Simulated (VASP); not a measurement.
# Cu3BiS4 (I-42m) in VASP: single point with r2SCAN

Aim: the single point of Cu3BiS4 with r2SCAN.

Everything below comes from runs of VASP 6.6.1. Logs are shortened: lines on timing, memory, paths and dates and some standing lists are left out, and cuts for length are marked.

### 1 The cell of the first run

The structure is tetragonal, space group I-42m (No. 121). Conventional cell: a = 5.502 Å, b = 5.502 Å, c = 11.004 Å, α = 90.00°, β = 90.00°, γ = 90.00°. Bi (site symmetry -42m) has 4 S at 2.38 Å within 3.1 Å. S (site symmetry m) has 3 Cu at 2.38 Å and 1 Bi at 2.38 Å within 3.1 Å. Within 3.1 Å of Cu (site symmetry -4) lie 4 S at 2.38 Å. Within 3.1 Å of Cu (site symmetry -42m) lie 4 S at 2.38 Å.

### 2 Single point, r2SCAN

POSCAR reads:

```
Cu3BiS4
1.0
    0.0000000000      5.5020763400      0.0000000000
    5.5020763400      0.0000000000      0.0000000000
    2.7510376600      2.7510376600     -5.5020763400
Bi S Cu
1 4 3
Direct
    0.0000000000      0.0000000000      0.0000000000
    0.3750000000      0.3750000000      0.7500000000
    0.6250000000      0.1250000000      0.2500000000
    0.8750000000      0.8750000000      0.7500000000
    0.1250000000      0.6250000000      0.2500000000
    0.7500000000      0.2500000000      0.5000000000
    0.2500000000      0.7500000000      0.5000000000
    0.5000000000      0.5000000000      0.0000000000
```

INCAR.step1 reads:

```
ALGO = Normal
EDIFF = 1E-4
ENCUT = 520
GGA = PE
ISMEAR = -1
LASPH = T
LCHARG = F
LREAL = F
LWAVE = T
NBANDS = 46
NELM = 80
PREC = Accurate
SIGMA = 0.1
```

INCAR.step2 reads:

```
ALGO = Normal
EDIFF = 1E-7
ENCUT = 520
ISIF = 2
ISMEAR = -1
ISTART = 1
LASPH = T
LCHARG = F
LMIXTAU = T
LREAL = F
LWAVE = F
METAGGA = R2SCAN
NBANDS = 46
NELM = 80
PREC = Accurate
SIGMA = 0.1
```

KPOINTS reads:

```
k-points
0
Gamma
  7 7 7
```

Potentials or basis: VASP PAW PBE potentials, release 64 (Bi_d, S, Cu).

The run is started by

```
$ cat potpaw_PBE.64/Bi_d/POTCAR potpaw_PBE.64/S/POTCAR potpaw_PBE.64/Cu/POTCAR > POTCAR
$ cp INCAR.step1 INCAR
$ mpirun -np 1 vasp_std > vasp.out
$ cp INCAR.step2 INCAR
$ mpirun -np 1 vasp_std > vasp.out
```

OUTCAR:

```text
EDIFF = 1E-7
   ENCUT = 520
   ISIF = 2
   ISMEAR = -1
   ISTART = 1
   LASPH = T
   LREAL = F
   METAGGA = R2SCAN
   NELM = 80
   PREC = Accurate

 ion  position               nearest neighbor table
   1  0.000  0.000  0.000-   4 2.38   3 2.38   5 2.38   2 2.38
   2  0.375  0.375  0.750-   8 2.38   7 2.38   6 2.38   1 2.38
   3  0.625  0.125  0.250-   6 2.38   1 2.38   8 2.38   7 2.38
   4  0.875  0.875  0.750-   1 2.38   6 2.38   7 2.38   8 2.38
   5  0.125  0.625  0.250-   7 2.38   1 2.38   8 2.38   6 2.38
   6  0.750  0.250  0.500-   3 2.38   2 2.38   4 2.38   5 2.38
   7  0.250  0.750  0.500-   5 2.38   4 2.38   2 2.38   3 2.38
   8  0.500  0.500  0.000-   2 2.38   3 2.38   5 2.38   4 2.38

  LATTYP: Found a body centered tetragonal cell.
 ALAT       =     5.5020763400
 C/A-ratio  =     2.0000000000

  Lattice vectors:

 A1 = (  -2.7510376600,   2.7510386800,   5.5020763400)
 A2 = (   2.7510386800,  -2.7510376600,   5.5020763400)
 A3 = (   2.7510376600,   2.7510376600,  -5.5020763400)

Analysis of symmetry for initial positions (statically):
=====================================================================
 Subroutine PRICEL returns:
 Original cell was already a primitive cell.

 Routine SETGRP: Setting up the symmetry group for a
 body centered tetragonal supercell.

 Subroutine GETGRP returns: Found  8 space group operations
 (whereof  8 operations were pure point group operations)
 out of a pool of 16 trial point group operations.

The static configuration has the point symmetry D_2d.

Analysis of symmetry for dynamics (positions and initial velocities):
=====================================================================
 Subroutine PRICEL returns:
 Original cell was already a primitive cell.

 Routine SETGRP: Setting up the symmetry group for a
 body centered tetragonal supercell.

 Subroutine GETGRP returns: Found  8 space group operations
 (whereof  8 operations were pure point group operations)
 out of a pool of 16 trial point group operations.

The dynamic configuration has the point symmetry D_2d.

 Subroutine INISYM returns: Found  8 space group operations
 (whereof  8 operations are pure point group operations),
 and found     1 'primitive' translations

----------------------------------------------------------------------------------------

                                     Primitive cell

  volume of cell :     166.5635

  direct lattice vectors                    reciprocal lattice vectors
     0.000000000  5.502076340  0.000000000     0.000000000  0.181749568  0.090874767
     5.502076340  0.000000000  0.000000000     0.181749568  0.000000000  0.090874767
     2.751037660  2.751037660 -5.502076340     0.000000000  0.000000000 -0.181749568

  length of vectors
     5.502076340  5.502076340  6.738639363     0.203202187  0.203202187  0.181749568

  position of ions in fractional coordinates (direct lattice)
     0.000000000  0.000000000  0.000000000
     0.375000000  0.375000000  0.750000000
     0.625000000  0.125000000  0.250000000
     0.875000000  0.875000000  0.750000000
     0.125000000  0.625000000  0.250000000
     0.750000000  0.250000000  0.500000000
     0.250000000  0.750000000  0.500000000
     0.500000000  0.500000000  0.000000000

  ion indices of the primitive-cell ions
   primitive index   ion index
                 1           1
                 2           2
                 3           3
                 4           4
                 5           5
                 6           6
                 7           7
                 8           8

----------------------------------------------------------------------------------------

 KPOINTS: k-points

Automatic generation of k-mesh.
 Grid dimensions read from file:
 generate k-points for:    7    7    7

 Generating k-lattice:

  Cartesian coordinates                     Fractional coordinates (reciprocal lattice)
     0.000000000  0.025964224  0.012982110     0.142857143  0.000000000  0.000000000
     0.025964224  0.000000000  0.012982110     0.000000000  0.142857143  0.000000000
     0.000000000  0.000000000 -0.025964224     0.000000000  0.000000000  0.142857143

  Length of vectors
     0.029028884  0.029028884  0.025964224

  Shift w.r.t. Gamma in fractional coordinates (k-lattice)
     0.000000000  0.000000000  0.000000000

 Subroutine IBZKPT returns following result:
 ===========================================

 Found     40 irreducible k-points:

 Following reciprocal coordinates:
            Coordinates               Weight
  0.000000  0.000000  0.000000      1.000000
  0.142857  0.000000  0.000000      8.000000
  0.285714  0.000000  0.000000      8.000000
  0.428571  0.000000  0.000000      8.000000
  0.142857  0.142857  0.000000      8.000000
  0.285714  0.142857  0.000000     16.000000
[... 16 lines left out ...]
  0.285714  0.285714  0.142857      8.000000
  0.428571  0.285714  0.142857     16.000000
 [... further k-points ...]
   k-points           NKPTS =     40   k-points in BZ     NKDIM =     40   number of bands    NBANDS=     46
   number of dos      NEDOS =    301   number of ions     NIONS =      8
   total plane-waves  NPLWV =  88200
   dimension x,y,z NGX =    42 NGY =   42 NGZ =   50
   dimension x,y,z NGXF=    84 NGYF=   84 NGZF=  100
   ions per type =               1   4   3
   NGX,Y,Z   is equivalent  to a cutoff of  12.69, 12.69, 12.34 a.u.
   NGXF,Y,Z  is equivalent  to a cutoff of  25.38, 25.38, 24.67 a.u.
 SYSTEM =  unknown system
   PREC   = accura    normal or accurate (medium, high low for compatibility)
   ISTART =      1    job   : 0-new  1-cont  2-samecut
   ICHARG =      0    charge: 1-file 2-atom 10-const
   ISPIN  =      1    spin polarized calculation?
   LNONCOLLINEAR =      F non collinear calculations
   LSORBIT =      F    spin-orbit coupling
   LASPH  =      T    aspherical Exc in radial PAW
   ENCUT  =  520.0 eV  38.22 Ry    6.18 a.u.  10.23 10.23 12.53*2*pi/ulx,y,z
   NELM   =     80;   NELMIN=  2; NELMDL=  0     # of ELM steps
   EDIFF  = 0.1E-06   stopping-criterion for ELM
   LREAL  =      F    real-space projection
   EDIFFG = 0.1E-05   stopping-criterion for IOM
   NSW    =      0    number of steps for IOM
   IBRION =     -1    ionic relax: 0-MD 1-quasi-New 2-CG
   NFREE  =      0    steps in history (QN), initial steepest desc. (CG)
   ISIF   =      2    stress and relaxation
   ISYM   =      2    0-nonsym 1-usesym 2-fastsym
   POTIM  = 0.5000    time-step for ionic-motion
   TEBEG  =    0.0;   TEEND  =   0.0 temperature during run
   PSTRESS=    0.0 pullay stress
   NELECT =      72.0000    total number of electrons
   NUPDOWN=      -1.0000    fix difference up-down
   EMIN   =  10.00;   EMAX   =-10.00  energy-range for DOS
   EFERMI =   0.00;   METHOD = LEGACY
   ISMEAR =    -1;   SIGMA  =   0.10  broadening in eV -4-tet -1-fermi 0-gaus
   EFERMI_NEDOS =   21; number of points for ismear=-14 and -15
   IALGO  =     38    algorithm
   IMIX   =      4    mixing-type and parameters
     AMIX     =   0.40;   BMIX     =  1.00
     AMIX_MAG =   1.60;   BMIX_MAG =  1.00
  volume/ion in A,a.u.               =      20.82       140.50
  Fermi-wavevector in a.u.,A,eV,Ry     =   1.237824  2.339149 20.846974  1.532209
  Thomas-Fermi vector in A             =   2.372375
   LORBIT       =      0    0 simple, 1 ext, 2 COOP (PROOUT), +10 PAW based schemes
   METAGGA = R2SCAN    functional components
   LHFCALC =     F    Hartree Fock is set to
   AEXX    =    0.0000 exact exchange contribution
   IVDW    =     0    specifies the selected vdW correction
   LEPSILON=     F    determine dielectric tensor
   LRPA    =     F    only Hartree local field effects (RPA)
 non-spin polarized calculation
  energy-cutoff  :      520.00
  volume of cell :      166.56
 maximum number of plane-waves:      4508
 NGX is ok and might be reduce to    42
   NGX = 21   NGY = 21   NGZ = 25

 number of electron      72.0000027 magnetization

 Free energy of the ion-electron system (eV)
  ---------------------------------------------------
  ext. energy  EPLUGINS =         0.00000000
  ---------------------------------------------------
  free energy    TOTEN  =      -124.16112777 eV

  energy without entropy =     -124.11503024  energy(sigma->0) =     -124.13807901

 E-fermi :   4.8770     XC(G=0): -10.2834

 val. band max:        4.8189798584   @ k =   0.0000   0.0000   0.0000
 cond. band min:       4.8939710320   @ k =   0.4286   0.4286   0.0000
 fundamental gap:      0.0749911736
 Fermi energy:         4.8769678533

 k-point     1 :       0.0000    0.0000    0.0000
  band No.  band energies     occupation
      1     -19.9427      2.00000
      2     -19.9427      2.00000
      3     -19.9397      2.00000
      4     -19.7820      2.00000
      5     -19.7780      2.00000
      6     -11.3678      2.00000
[... 38 lines left out ...]
     45      10.3022      0.00000
     46      10.9691      0.00000

 k-point     2 :       0.1429    0.0000    0.0000
  band No.  band energies     occupation
      1     -19.9428      2.00000
      2     -19.9427      2.00000
      3     -19.9398      2.00000
      4     -19.7820      2.00000
      5     -19.7779      2.00000
      6     -11.3232      2.00000
[... 38 lines left out ...]
     45      10.4490      0.00000
     46      10.7877      0.00000

 k-point     3 :       0.2857    0.0000    0.0000
  band No.  band energies     occupation
      1     -19.9430      2.00000
      2     -19.9427      2.00000
      3     -19.9400      2.00000
      4     -19.7819      2.00000
      5     -19.7777      2.00000
      6     -11.2128      2.00000
[... 38 lines left out ...]
     45      10.8081      0.00000
     46      10.8425      0.00000

 k-point     4 :       0.4286    0.0000    0.0000
  band No.  band energies     occupation
      1     -19.9431      2.00000
      2     -19.9427      2.00000
      3     -19.9402      2.00000
      4     -19.7818      2.00000
      5     -19.7775      2.00000
      6     -11.1103      2.00000
[... 920 lines left out ...]
     45      10.5229      0.00000
     46      10.6396      0.00000

 k-point    23 :       0.2857    0.2857    0.1429
  band No.  band energies     occupation
      1     -19.9431      2.00000
      2     -19.9429      2.00000
      3     -19.9403      2.00000
      4     -19.7817      2.00000
      5     -19.7773      2.00000
      6     -11.1173      2.00000
[... 38 lines left out ...]
     45      10.8563      0.00000
     46      11.0057      0.00000

 k-point    24 :       0.4286    0.2857    0.1429
  band No.  band energies     occupation
      1     -19.9432      2.00000
      2     -19.9430      2.00000
      3     -19.9405      2.00000
      4     -19.7816      2.00000
      5     -19.7771      2.00000
      6     -11.0424      2.00000
[... 38 lines left out ...]
     45      11.0359      0.00000
     46      11.2116      0.00000

 [... further k-points ...]
[... 5 lines left out ...]
  --------------------------------------------------------------------------------------
  -------------------------------------------------------------------------------------
  Total        1.6194280      1.6194280      1.7152790      0.0000000      0.0000002      0.0000002
  in kB       15.5773069     15.5773069     16.4992998      0.0000000      0.0000015      0.0000015
  external PRESSURE =      15.8846379 kB  Pullay stress =       0.0000000 kB

 VOLUME and BASIS-vectors are now :
 -----------------------------------------------------------------------------
  energy-cutoff  :      520.00
  volume of cell :      166.56
      direct lattice vectors                 reciprocal lattice vectors
     0.000000000  5.502076340  0.000000000     0.000000000  0.181749568  0.090874767
     5.502076340  0.000000000  0.000000000     0.181749568  0.000000000  0.090874767
     2.751037660  2.751037660 -5.502076340     0.000000000  0.000000000 -0.181749568

 POSITION                                       TOTAL-FORCE (eV/Angst)
 -----------------------------------------------------------------------------------
      0.00000      0.00000      0.00000         0.000000     -0.000000     -0.000000
      4.12656      4.12656     -4.12656         1.452025      1.452025      1.585666
      1.37552      4.12656     -1.37552         1.452024     -1.452025     -1.585666
      6.87760      6.87760     -4.12656        -1.452024     -1.452024      1.585666
      4.12656      1.37552     -1.37552        -1.452025      1.452024     -1.585666
      2.75104      5.50208     -2.75104         0.000000     -0.000000     -0.000000
      5.50208      2.75104     -2.75104        -0.000000     -0.000000     -0.000000
      2.75104      2.75104      0.00000         0.000000     -0.000000     -0.000000
 -----------------------------------------------------------------------------------
    total drift:                               -0.000285     -0.000285      0.000582

  FREE ENERGIE OF THE ION-ELECTRON SYSTEM (eV)
  ---------------------------------------------------
  free  energy   TOTEN  =      -124.1611277741 eV

  energy  without entropy=     -124.1150302440  energy(sigma->0) =     -124.13807901
```

Run time: 38 min. Hardware: 1 thread of Intel Xeon 8259CL, shared host; peak memory 0.5 GiB.

Results:

* Free energy: -124.1611 eV
* Pressure: 1.6 GPa
* Largest force: 2.594 eV/Å
* Band gap on the k mesh: zero (filled and empty bands touch)

Forces in eV/Å, atoms in the order of the input:
```
Bi   0.000  0.000  0.000
S    1.452  1.452  1.586
S    1.452 -1.452 -1.586
S   -1.452 -1.452  1.586
S   -1.452  1.452 -1.586
Cu   0.000  0.000  0.000
Cu   0.000  0.000  0.000
Cu   0.000  0.000  0.000
```

Levels at points of the mesh, in eV from the Fermi level:
```
           k point  band 32  band 33  band 34  band 35  band 36  band 37  band 38  band 39  band 40  band 41
(0.00, 0.00, 0.00)    -1.55    -1.40    -0.31    -0.09    -0.06    -0.06     2.07     3.11     3.66     3.66
```

Caveat: the PAW data sets were made with another functional, which shifts forces and pressure a little; spin-orbit coupling is left out, which moves the levels of the heavy elements. With open d or f shells a metallic result of r2SCAN can be an artefact of self-interaction; +U or a hybrid may open a gap.

The gap in the log of VASP goes by the Fermi energy; the results here count the filled bands.